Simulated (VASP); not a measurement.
# MgS (F-43m) in VASP: further runs

MgS is run at these levels: LDA; tasks: single point.

All numbers are computed with VASP 6.6.1; they aren't measurements. Logs are shortened: lines on timing, memory, paths and dates and some standing lists are left out, and cuts for length are marked.

**1. The cell of the first run**

It takes space group F-43m (No. 216, cubic). Conventional cell: a = 5.551 Å, b = 5.551 Å, c = 5.551 Å, α = 90.00°, β = 90.00°, γ = 90.00°. Mg (site symmetry -43m) has 4 S at 2.40 Å within 3.2 Å. Within 3.2 Å of S (site symmetry -43m) lie 4 Mg at 2.40 Å.

**2. Single point, LDA**

Input file INCAR:

```
SYSTEM = MgS
PREC = Accurate
ENCUT = 600
EDIFF = 1E-6
ISMEAR = 0
SIGMA = 0.01
LREAL = .False.
LASPH = .True.
NELM = 120
ALGO = Normal
ISIF = 2
LWAVE = .False.
LCHARG = .True.
GGA = CA
LELF = .True.
LVHAR = .True.
NBANDS = 11
GGA_COMPAT = .False.
```

Input file KPOINTS:

```
Automatic mesh
0
Gamma
  5 5 5
  0 0 0
```

Input file POSCAR:

```
MgS
1.0
    0.0000000000      2.7752849963      2.7752849963
    2.7752849963      0.0000000000      2.7752849963
    2.7752849963      2.7752849963      0.0000000000
Mg S
1 1
Direct
    0.0000000000      0.0000000000      0.0000000000
    0.7500000000      0.7500000000      0.7500000000
```

Potentials or basis: VASP PAW LDA potentials, release 64 (Mg, S).

Run with:

```
$ cat potpaw_LDA.64/Mg/POTCAR potpaw_LDA.64/S/POTCAR > POTCAR
$ mpirun -np 1 vasp_std > vasp.out
```

OUTCAR:

```text
SYSTEM = MgS
   PREC = Accurate
   ENCUT = 600
   EDIFF = 1E-6
   ISMEAR = 0
   LREAL = .False.
   LASPH = .True.
   NELM = 120
   ISIF = 2
   GGA = CA

 ion  position               nearest neighbor table
   1  0.000  0.000  0.000-   2 2.40   2 2.40   2 2.40   2 2.40
   2  0.750  0.750  0.750-   1 2.40   1 2.40   1 2.40   1 2.40

  LATTYP: Found a face centered cubic cell.
 ALAT       =     5.5505699926

  Lattice vectors:

 A1 = (   0.0000000000,   2.7752849963,   2.7752849963)
 A2 = (   2.7752849963,   0.0000000000,   2.7752849963)
 A3 = (   2.7752849963,   2.7752849963,   0.0000000000)

Analysis of symmetry for initial positions (statically):
=====================================================================
 Subroutine PRICEL returns:
 Original cell was already a primitive cell.

 Routine SETGRP: Setting up the symmetry group for a
 face centered cubic supercell.

 Subroutine GETGRP returns: Found 24 space group operations
 (whereof 24 operations were pure point group operations)
 out of a pool of 48 trial point group operations.

The static configuration has the point symmetry T_d .

Analysis of symmetry for dynamics (positions and initial velocities):
=====================================================================
 Subroutine PRICEL returns:
 Original cell was already a primitive cell.

 Routine SETGRP: Setting up the symmetry group for a
 face centered cubic supercell.

 Subroutine GETGRP returns: Found 24 space group operations
 (whereof 24 operations were pure point group operations)
 out of a pool of 48 trial point group operations.

The dynamic configuration has the point symmetry T_d .

 Subroutine INISYM returns: Found 24 space group operations
 (whereof 24 operations are pure point group operations),
 and found     1 'primitive' translations

----------------------------------------------------------------------------------------

                                     Primitive cell

  volume of cell :      42.7516

  direct lattice vectors                    reciprocal lattice vectors
     0.000000000  2.775284996  2.775284996    -0.180161677  0.180161677  0.180161677
     2.775284996  0.000000000  2.775284996     0.180161677 -0.180161677  0.180161677
     2.775284996  2.775284996  0.000000000     0.180161677  0.180161677 -0.180161677

  length of vectors
     3.924845681  3.924845681  3.924845681     0.312049179  0.312049179  0.312049179

  position of ions in fractional coordinates (direct lattice)
     0.000000000  0.000000000  0.000000000
     0.750000000  0.750000000  0.750000000

  ion indices of the primitive-cell ions
   primitive index   ion index
                 1           1
                 2           2

----------------------------------------------------------------------------------------

 KPOINTS: Automatic mesh

Automatic generation of k-mesh.
 Grid dimensions read from file:
 generate k-points for:    5    5    5

 Generating k-lattice:

  Cartesian coordinates                     Fractional coordinates (reciprocal lattice)
    -0.036032335  0.036032335  0.036032335     0.200000000  0.000000000  0.000000000
     0.036032335 -0.036032335  0.036032335     0.000000000  0.200000000  0.000000000
     0.036032335  0.036032335 -0.036032335     0.000000000  0.000000000  0.200000000

  Length of vectors
     0.062409836  0.062409836  0.062409836

  Shift w.r.t. Gamma in fractional coordinates (k-lattice)
     0.000000000  0.000000000  0.000000000

 Subroutine IBZKPT returns following result:
 ===========================================

 Found     10 irreducible k-points:

 Following reciprocal coordinates:
            Coordinates               Weight
  0.000000  0.000000  0.000000      1.000000
  0.200000  0.000000  0.000000      8.000000
  0.400000  0.000000  0.000000      8.000000
  0.200000  0.200000  0.000000      6.000000
  0.400000  0.200000  0.000000     24.000000
 -0.400000  0.200000  0.000000     24.000000
 -0.200000  0.200000  0.000000     12.000000
  0.400000  0.400000  0.000000      6.000000
 -0.400000  0.400000  0.000000     12.000000
 -0.400000  0.400000  0.200000     24.000000
   k-points           NKPTS =     10   k-points in BZ     NKDIM =     10   number of bands    NBANDS=     11
   number of dos      NEDOS =    301   number of ions     NIONS =      2
   total plane-waves  NPLWV =  32768
   dimension x,y,z NGX =    32 NGY =   32 NGZ =   32
   dimension x,y,z NGXF=    64 NGYF=   64 NGZF=   64
   ions per type =               1   1
   NGX,Y,Z   is equivalent  to a cutoff of  13.55, 13.55, 13.55 a.u.
   NGXF,Y,Z  is equivalent  to a cutoff of  27.11, 27.11, 27.11 a.u.
 SYSTEM =  MgS
   PREC   = accura    normal or accurate (medium, high low for compatibility)
   ISTART =      0    job   : 0-new  1-cont  2-samecut
   ICHARG =      2    charge: 1-file 2-atom 10-const
   ISPIN  =      1    spin polarized calculation?
   LNONCOLLINEAR =      F non collinear calculations
   LSORBIT =      F    spin-orbit coupling
   LASPH  =      T    aspherical Exc in radial PAW
   ENCUT  =  600.0 eV  44.10 Ry    6.64 a.u.   7.84  7.84  7.84*2*pi/ulx,y,z
   NELM   =    120;   NELMIN=  2; NELMDL= -5     # of ELM steps
   EDIFF  = 0.1E-05   stopping-criterion for ELM
   LREAL  =      F    real-space projection
   EDIFFG = 0.1E-04   stopping-criterion for IOM
   NSW    =      0    number of steps for IOM
   IBRION =     -1    ionic relax: 0-MD 1-quasi-New 2-CG
   NFREE  =      0    steps in history (QN), initial steepest desc. (CG)
   ISIF   =      2    stress and relaxation
   ISYM   =      2    0-nonsym 1-usesym 2-fastsym
   POTIM  = 0.5000    time-step for ionic-motion
   TEBEG  =    0.0;   TEEND  =   0.0 temperature during run
   PSTRESS=    0.0 pullay stress
   NELECT =       8.0000    total number of electrons
   NUPDOWN=      -1.0000    fix difference up-down
   EMIN   =  10.00;   EMAX   =-10.00  energy-range for DOS
   EFERMI =   0.00;   METHOD = LEGACY
   ISMEAR =     0;   SIGMA  =   0.01  broadening in eV -4-tet -1-fermi 0-gaus
   EFERMI_NEDOS =   21; number of points for ismear=-14 and -15
   IALGO  =     38    algorithm
   IMIX   =      4    mixing-type and parameters
     AMIX     =   0.40;   BMIX     =  1.00
     AMIX_MAG =   1.60;   BMIX_MAG =  1.00
  volume/ion in A,a.u.               =      21.38       144.25
  Fermi-wavevector in a.u.,A,eV,Ry     =   0.936384  1.769509 11.929788  0.876815
  Thomas-Fermi vector in A             =   2.063388
   LORBIT       =      0    0 simple, 1 ext, 2 COOP (PROOUT), +10 PAW based schemes
   GGA     = CA    functional components
   LHFCALC =     F    Hartree Fock is set to
   AEXX    =    0.0000 exact exchange contribution
   IVDW    =     0    specifies the selected vdW correction
   LEPSILON=     F    determine dielectric tensor
   LRPA    =     F    only Hartree local field effects (RPA)
 non-spin polarized calculation
 Gauss-broadening in eV      SIGMA  =   0.01
  energy-cutoff  :      600.00
  volume of cell :       42.75
 maximum number of plane-waves:      1440
   NGX = 15   NGY = 15   NGZ = 15

 number of electron       7.9999999 magnetization

 Free energy of the ion-electron system (eV)
  ---------------------------------------------------
  ext. energy  EPLUGINS =         0.00000000
  ---------------------------------------------------
  free energy    TOTEN  =        -9.38766518 eV

  energy without entropy =       -9.38766518  energy(sigma->0) =       -9.38766518

 E-fermi :   1.3544     XC(G=0):  -8.9890

 val. band max:        1.2851841172   @ k =   0.0000   0.0000   0.0000
 cond. band min:       4.7801594983   @ k =   0.0000   0.0000   0.0000
 fundamental gap:      3.4949753811
 Fermi energy:         1.3543771645

 k-point     1 :       0.0000    0.0000    0.0000
  band No.  band energies     occupation
      1     -10.1593      2.00000
      2       1.2852      2.00000
      3       1.2852      2.00000
      4       1.2852      2.00000
      5       4.7802      0.00000
      6       9.2011      0.00000
      7       9.2011      0.00000
      8       9.2011      0.00000
      9      12.1466      0.00000
     10      12.1466      0.00000
     11      15.1284      0.00000

 k-point     2 :       0.2000    0.0000    0.0000
  band No.  band energies     occupation
      1      -9.9153      2.00000
      2      -0.2280      2.00000
      3       1.1523      2.00000
      4       1.1523      2.00000
      5       6.0564      0.00000
      6       8.9912      0.00000
      7       9.4813      0.00000
      8       9.4813      0.00000
      9      11.5061      0.00000
     10      11.5061      0.00000
     11      13.8198      0.00000

 k-point     3 :       0.4000    0.0000    0.0000
  band No.  band energies     occupation
      1      -9.4523      2.00000
      2      -1.8853      2.00000
      3       0.9622      2.00000
      4       0.9622      2.00000
      5       6.4019      0.00000
      6       8.9441      0.00000
      7       8.9441      0.00000
      8       9.8068      0.00000
      9      13.4580      0.00000
     10      13.4580      0.00000
     11      13.7718      0.00000

 k-point     4 :       0.2000    0.2000    0.0000
  band No.  band energies     occupation
      1      -9.8346      2.00000
      2      -0.1579      2.00000
      3       0.8360      2.00000
      4       0.8360      2.00000
      5       6.3937      0.00000
      6       8.0766      0.00000
      7       9.7109      0.00000
      8      10.2970      0.00000
      9      10.2970      0.00000
     10      12.8504      0.00000
     11      16.4183      0.00000
[... 43 lines left out ...]
 k-point     8 :       0.4000    0.4000    0.0000
  band No.  band energies     occupation
      1      -9.2224      2.00000
      2      -1.5673      2.00000
      3       0.2438      2.00000
      4       0.2438      2.00000
      5       5.2098      0.00000
      6       6.9545      0.00000
      7      11.8555      0.00000
      8      12.7761      0.00000
      9      12.7761      0.00000
     10      14.7840      0.00000
     11      16.4719      0.00000

 k-point     9 :      -0.4000    0.4000    0.0000
  band No.  band energies     occupation
      1      -9.1065      2.00000
      2      -1.5278      2.00000
      3      -0.5706      2.00000
      4       0.3124      2.00000
      5       5.6207      0.00000
      6       7.8020      0.00000
      7      11.4790      0.00000
      8      11.9940      0.00000
      9      12.6855      0.00000
     10      14.0395      0.00000
     11      16.7340      0.00000

 k-point    10 :      -0.4000    0.4000    0.2000
  band No.  band energies     occupation
      1      -9.1682      2.00000
      2      -1.3905      2.00000
      3      -0.5246      2.00000
      4       0.1760      2.00000
      5       6.6748      0.00000
      6       8.6749      0.00000
      7       9.0409      0.00000
      8      11.2040      0.00000
      9      13.0190      0.00000
     10      14.2340      0.00000
     11      16.7681      0.00000

------------------------ aborting loop because EDIFF is reached ----------------------------------------

  FORCE on cell =-STRESS in cart. coord.  units (eV):
  Direction    XX          YY          ZZ          XY          YZ          ZX
  --------------------------------------------------------------------------------------
  -------------------------------------------------------------------------------------
  Total        0.3212850      0.3212850      0.3212850      0.0000000     -0.0000000     -0.0000000
  in kB       12.0406054     12.0406054     12.0406054      0.0000000     -0.0000000     -0.0000000
  external PRESSURE =      12.0406054 kB  Pullay stress =       0.0000000 kB

 VOLUME and BASIS-vectors are now :
 -----------------------------------------------------------------------------
  energy-cutoff  :      600.00
  volume of cell :       42.75
      direct lattice vectors                 reciprocal lattice vectors
     0.000000000  2.775284996  2.775284996    -0.180161677  0.180161677  0.180161677
     2.775284996  0.000000000  2.775284996     0.180161677 -0.180161677  0.180161677
     2.775284996  2.775284996  0.000000000     0.180161677  0.180161677 -0.180161677

 POSITION                                       TOTAL-FORCE (eV/Angst)
 -----------------------------------------------------------------------------------
      0.00000      0.00000      0.00000        -0.000000     -0.000000     -0.000000
      4.16293      4.16293      4.16293         0.000000      0.000000      0.000000
 -----------------------------------------------------------------------------------
    total drift:                               -0.000000     -0.000000     -0.000000

  FREE ENERGIE OF THE ION-ELECTRON SYSTEM (eV)
  ---------------------------------------------------
  free  energy   TOTEN  =        -9.3876651803 eV

  energy  without entropy=       -9.3876651803  energy(sigma->0) =       -9.38766518
```

Run time: 6.3 s. Hardware: 1 thread of Intel Xeon 6975P-C, shared host; peak memory 0.15 GiB.

What came out:

- Free energy: -9.3877 eV
- Pressure: 1.2 GPa
- Band gap on the k mesh: 3.50 eV, direct

**3. Single point, LDA**

This run uses another cell than the first one, of 21.83 Å³/atom, 1.021 times its volume.

Input file INCAR:

```
SYSTEM = MgS
PREC = Accurate
ENCUT = 600
EDIFF = 1E-6
ISMEAR = 0
SIGMA = 0.01
LREAL = .FALSE.
LASPH = .TRUE.
NELM = 120
ALGO = Normal
ISIF = 2
LWAVE = .FALSE.
LCHARG = .FALSE.
GGA = CA
NBANDS = 11
GGA_COMPAT = .FALSE.
```

Input file KPOINTS:

```
Automatic mesh
0
G
  5 5 5
  0 0 0
```

Input file POSCAR:

```
MgS
1.0
    0.0000000000      2.7948299008      2.7948299008
    2.7948299008      0.0000000000      2.7948299008
    2.7948299008      2.7948299008      0.0000000000
Mg S
1 1
Direct
    0.0000000000      0.0000000000      0.0000000000
    0.7500000000      0.7500000000      0.7500000000
```

Potentials or basis: VASP PAW LDA potentials, release 64 (Mg, S).

Run with:

```
$ cat potpaw_LDA.64/Mg/POTCAR potpaw_LDA.64/S/POTCAR > POTCAR
$ mpirun -np 1 vasp_std > vasp.out
```

Wall time 6.9 s (1 thread of Intel Xeon 6975P-C, shared host); peak memory 0.15 GiB.

The run converged. Its results:

```yaml
Free_energy: -9.3906 eV
Pressure: -0.2 GPa
Band_gap_on_the_k_mesh: 3.39 eV, direct
```

Levels at points of the mesh, in eV from the valence-band top:
```
           k point  band 2  band 3  band 4  band 5  band 6  band 7
(0.00, 0.00, 0.00)    0.00    0.00    0.00    3.39    7.86    7.86
```

**4. Single point, LDA**

This run uses another cell than the first one, of 22.29 Å³/atom, 1.043 times its volume.

Input file INCAR:

```
PREC = Accurate
ENCUT = 600
EDIFF = 1E-6
ISMEAR = 0
SIGMA = 0.01
LREAL = F
LASPH = T
NELM = 120
ALGO = Normal
ISIF = 2
LWAVE = F
LCHARG = F
NBANDS = 11
GGA_COMPAT = F
```

Input file KPOINTS:

```
regular mesh
0
Gamma
  5 5 5
```

Input file POSCAR:

```
MgS
1.0
    0.0000000000      2.8141051989      2.8141051989
    2.8141051989      0.0000000000      2.8141051989
    2.8141051989      2.8141051989      0.0000000000
Mg S
1 1
Direct
    0.0000000000      0.0000000000      0.0000000000
    0.7500000000      0.7500000000      0.7500000000
```

Run with:

```
$ cat potpaw_LDA.64/Mg/POTCAR potpaw_LDA.64/S/POTCAR > POTCAR
$ mpirun -np 1 vasp_std > vasp.out
```

Run time: 6.4 s. Hardware: 1 thread of Intel Xeon 6975P-C, shared host; peak memory 0.15 GiB.

The run converged. Its results:

```
Free energy            : -9.3863 eV
Pressure               : -1.4 GPa
Band gap on the k mesh : 3.28 eV, direct
```

Levels at points of the mesh, in eV from the valence-band top:
```
           k point  band 2  band 3  band 4  band 5  band 6  band 7
(0.00, 0.00, 0.00)    0.00    0.00    0.00    3.28    7.81    7.81
```

**5. Summary**

```csv
cell,gap on the mesh (eV),pressure (GPa)
"a = 3.925 Å, angles 60.0°, 2 atoms",3.50,1.2
"a = 3.952 Å, angles 60.0°, 2 atoms",3.39,-0.2
"a = 3.980 Å, angles 60.0°, 2 atoms",3.28,-1.4
```

Alike in all rows: task single point; level LDA; potentials or basis VASP PAW LDA potentials, release 64 (Mg, S); no spin polarisation; k mesh 5 × 5 × 5; cutoff (eV) 600; smearing gaussian 0.01 eV.

Total energies depend on the potentials used, so only differences within one code and one set of settings carry meaning.
